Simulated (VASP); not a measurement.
Write the native input for VASP 6.6.1 that does the following.

```yaml
Task: single point
Functional: LDA
Potentials_or_basis: VASP PAW LDA potentials, release 64 (Ta_sv_GW, N)
Cutoff: 700 eV
k_mesh: 10 × 10 × 4
Occupations: fermi-dirac, width 0.05 eV
Spin: no spin polarisation
Dipole_correction: no
Further_INCAR_settings: ALGO = Normal; EDIFF = 1e-06; NBANDS = 30
```

The structure of Ta3N lies in POSCAR:

```
Ta3N
1.0
    3.0322239879      0.0000000000      0.0000000000
   -1.5161119940      2.6259830035      0.0000000000
    0.0000000000      0.0000000000      7.5241370000
Ta N
3 1
Direct
    0.6666666667      0.3333333333      0.8260700000
    0.3333333333      0.6666666667      0.1739300000
    0.0000000000      0.0000000000      0.5000000000
    0.0000000000      0.0000000000      0.0000000000
```

These files were run (other wordings do the same):

INCAR

```
SYSTEM = Ta3N
PREC = Accurate ; ENCUT = 700
EDIFF = 1E-6 ; ISMEAR = -1
SIGMA = 0.05 ; LREAL = .FALSE.
LASPH = .TRUE. ; NELM = 120
ALGO = Normal ; ISIF = 2
LWAVE = .FALSE. ; LCHARG = .FALSE.
GGA = CA ; NBANDS = 30
GGA_COMPAT = .FALSE.
```

KPOINTS

```
regular mesh
0
G
  10 10 4
  0 0 0
```

Potentials or basis: VASP PAW LDA potentials, release 64 (Ta_sv_GW, N).

Run with:

```console
$ cat potpaw_LDA.64/Ta_sv_GW/POTCAR potpaw_LDA.64/N/POTCAR > POTCAR
$ mpirun -np 1 vasp_std > vasp.out
```

It gave:

```json
{
  "Pressure": "-12.8 GPa",
  "Largest force": "0.493 eV/Å",
  "Band gap on the k mesh": "zero (bands 22 and 23 overlap by 0.68 eV)"
}
```

Caveat: the cell stands under tension; spin-orbit coupling is left out, which moves the levels of the heavy elements.

It took 76 s on 1 thread of Intel(R) Xeon(R) 6975P-C (Granite Rapids) (shared host), peak memory 0.27 GiB.
